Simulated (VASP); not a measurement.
Set up this calculation in VASP 6.6.1, as the native input.

| Quantity | Value |
| --- | --- |
| Task | single point |
| Functional | PBE |
| Potentials or basis | VASP PAW PBE potentials, release 64 (Ga_d, N) |
| Cutoff | 520 eV |
| k mesh | 13 × 13 × 7 |
| Occupations | fermi-dirac, width 0.1 eV |
| Spin | no spin polarisation |
| Dipole correction | no |
| Further INCAR settings | ALGO = Normal; EDIFF = 1e-07; NBANDS = 26 |

The structure of GaN (wurtzite type) lies in POSCAR:

```
GaN
1.0
    3.0831668205      0.0000000000      0.0000000000
   -1.5415834102      2.6701007907      0.0000000000
    0.0000000000      0.0000000000      5.0266573127
Ga N
2 2
Direct
    0.3333333333      0.6666666667     -0.0000946133
    0.6666666667      0.3333333333      0.4999053867
    0.3333333333      0.6666666667      0.3760946133
    0.6666666667      0.3333333333      0.8760946133
```

This cell differs from its parent crystal: volume scaled by 0.88.

These files were run (other wordings do the same):

INCAR

```
SYSTEM = GaN
  PREC = Accurate
  ENCUT = 520
  EDIFF = 1E-7
  ISMEAR = -1
  SIGMA = 0.1
  LREAL = .False.
  LASPH = .True.
  NELM = 100
  ALGO = Normal
  ISIF = 2
  LWAVE = .False.
  LCHARG = .False.
  GGA = PE
  NBANDS = 26
```

KPOINTS

```
regular mesh
0
Gamma
  13 13 7
  0 0 0
```

Potentials or basis: VASP PAW PBE potentials, release 64 (Ga_d, N).

The run is started by

```bash
$ cat potpaw_PBE.64/Ga_d/POTCAR potpaw_PBE.64/N/POTCAR > POTCAR
$ mpirun -np 1 vasp_std > vasp.out
```

It gave:

| Property | Result |
| --- | --- |
| Pressure | 29.0 GPa |
| Band gap on the k mesh | 2.57 eV, direct |

Run time: 34 s on 1 thread of Intel(R) Xeon(R) 6975P-C (Granite Rapids), with other jobs on the host, peak memory 0.21 GiB.
